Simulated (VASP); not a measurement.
The system is C3N.

```
CELL_PARAMETERS angstrom
4.82080 0.00000 0.00000
-2.41040 4.17493 0.00000
0.00000 0.00000 3.12897
ATOMIC_POSITIONS crystal
C 0.11635 0.23270 0.25000
C 0.11635 0.88365 0.25000
C 0.76730 0.88365 0.25000
C 0.88365 0.76730 0.75000
C 0.88365 0.11635 0.75000
C 0.23270 0.11635 0.75000
N 0.33333 0.66667 0.75000
N 0.66667 0.33333 0.25000
```

```yaml
Program: VASP 6.6.1
Task: relaxation of cell and atoms
Functional: PBE
Potentials_or_basis: VASP PAW PBE potentials, release 64 (C, N)
Cutoff: 600 eV
k_mesh: 6 × 6 × 6
Occupations: gaussian, width 0.1 eV
Spin: no spin polarisation
```

At the start: pressure -1.9 GPa; volume 7.87 Å³/atom.

Question: How do energy, volume and symmetry change on relaxing?

Answer: Over 34 steps the energy falls by 928.6 meV/atom and the volume is 6.12 Å³/atom (-22.2 %); space group P6_3/mmc (No. 194, to 0.05 Å).

Step by step:
| step | energy change (eV) | largest force (eV/Å) | pressure (GPa) | volume (Å³) |
| --- | --- | --- | --- | --- |
| 1 | 0.0000 | 0.2937 | -1.86 | 62.98 |
| 2 | -0.2818 | 0.3647 | -3.03 | 62.10 |
| 3 | -1.1375 | 1.1950 | -8.29 | 60.72 |
| 4 | -3.5016 | 2.7236 | -1.25 | 57.44 |
| 5 | -1.1957 | 2.1373 | 65.05 | 48.81 |
| 6 | -5.4023 | 2.9389 | 11.27 | 54.61 |
| 7 | -5.2636 | 2.9105 | 20.94 | 53.38 |
| 8 | -5.3783 | 2.5595 | 16.32 | 53.88 |
| 9 | -5.4225 | 2.7401 | 13.73 | 54.25 |
| 10 | -5.4698 | 2.4955 | 13.65 | 54.19 |
| 11 | -5.4999 | 2.4817 | 14.13 | 54.12 |
| 12 | -5.5834 | 2.6585 | 15.37 | 53.96 |
| 13 | -5.5266 | 1.6408 | 16.99 | 53.59 |
| 14 | -5.6269 | 2.4950 | 16.15 | 53.85 |
| 15 | -5.5971 | 1.8953 | 16.62 | 53.68 |
| 16 | -5.6361 | 2.2993 | 16.30 | 53.79 |
| 17 | -5.7477 | 2.1460 | 13.76 | 54.02 |
| 18 | -6.0319 | 1.7178 | 6.55 | 54.70 |
| 19 | -6.3852 | 0.9619 | -6.04 | 56.08 |
| 20 | -6.3757 | 0.1238 | -24.30 | 58.90 |
| 21 | -6.4869 | 0.3336 | -16.48 | 57.52 |
| 22 | -6.6327 | 0.3532 | -16.20 | 56.77 |
| 23 | -7.0036 | 0.4027 | -14.80 | 54.51 |
| 24 | -7.1735 | 0.2231 | -5.85 | 50.07 |
| 25 | -7.2422 | 0.3695 | -10.71 | 51.81 |
| 26 | -7.3899 | 0.2811 | -2.32 | 49.90 |
| 27 | -7.4078 | 0.2656 | 1.99 | 49.04 |
| 28 | -7.4079 | 0.2649 | 2.35 | 48.97 |
| 29 | -7.4187 | 0.1759 | 1.06 | 49.09 |
| 30 | -7.4253 | 0.0042 | -1.44 | 49.33 |
| 31 | -7.4257 | 0.0384 | -0.97 | 49.29 |
| 32 | -7.4281 | 0.0014 | -1.02 | 49.17 |
| 33 | -7.4281 | 0.0026 | -0.99 | 49.18 |
| 34 | -7.4287 | 0.0092 | -0.04 | 48.99 |

Final structure:
```xyz
8
Lattice="4.9647 0.0000 0.0000 -2.4823 4.2995 0.0000 0.0000 0.0000 2.2950" Properties=species:S:1:pos:R:3 pbc="T T T"
C     0.0000    1.3574    0.5738
C    -1.3068    3.6208    0.5738
C     1.3068    3.6208    0.5738
C     2.4823    2.9421    1.7213
C     3.7891    0.6787    1.7213
C     1.1756    0.6787    1.7213
N     0.0000    2.8663    1.7213
N     2.4823    1.4332    0.5738
```

Caveat: the volume moved by over 15 % at a fixed basis, so the end points are rough.
